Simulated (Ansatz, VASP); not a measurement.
# Two plane-wave programs on AlPtC2N2

```
Al Pt C N
1.0
     4.30922    0.00000    0.00000
     1.74863    4.21664    0.00000
     0.63337    0.69300    8.61226
Al Pt C N
1 1 2 2
Direct
  0.50000 0.50000 0.50000
  0.00000 0.00000 0.00000
  0.18982 0.81018 0.81018
  0.81018 0.18982 0.18982
  0.30567 0.69433 0.69433
  0.69433 0.30567 0.30567
```

Alike in both runs: task single point; functional PBE; k mesh 4 × 4 × 2; occupations gaussian, width 0.1 eV; no spin polarisation.

|  | VASP | Ansatz |
| --- | --- | --- |
| version | VASP 6.6.1 | Ansatz 0.2.0 |
| potentials or method | VASP PAW PBE potentials, release 64 (Al, Pt, C, N), cutoff 520 eV | scalar-relativistic, plane waves, PAW |
| valence electrons in the cell | 31 | 39 |

|  | VASP | Ansatz | Ansatz less VASP |
| --- | --- | --- | --- |
| gap on the k mesh at the Fermi level (eV) | none | none | - |
| pressure (GPa) | 0.0 | -0.2 | -0.21 |
| traceless stress, the component that is largest in VASP (GPa) | -2.06 | -1.83 | +0.230 |
| rms of the force components (eV/Å) | 1.321 | 1.152 | -0.1697 |

Atom by atom the forces differ by 0.172 eV/Å (rms over components). A gap of «none» marks a metal or a gap that the smearing closes. VASP's potentials hold 31 valence electrons a cell and Ansatz's 39, so a difference there can come from the potentials and not from the codes.

The k mesh is coarse, so the values compare programs but aren't converged. Neither program's run includes spin-orbit coupling. Noted on VASP's run: the standard files for N, O and F lose accuracy on very short bonds.
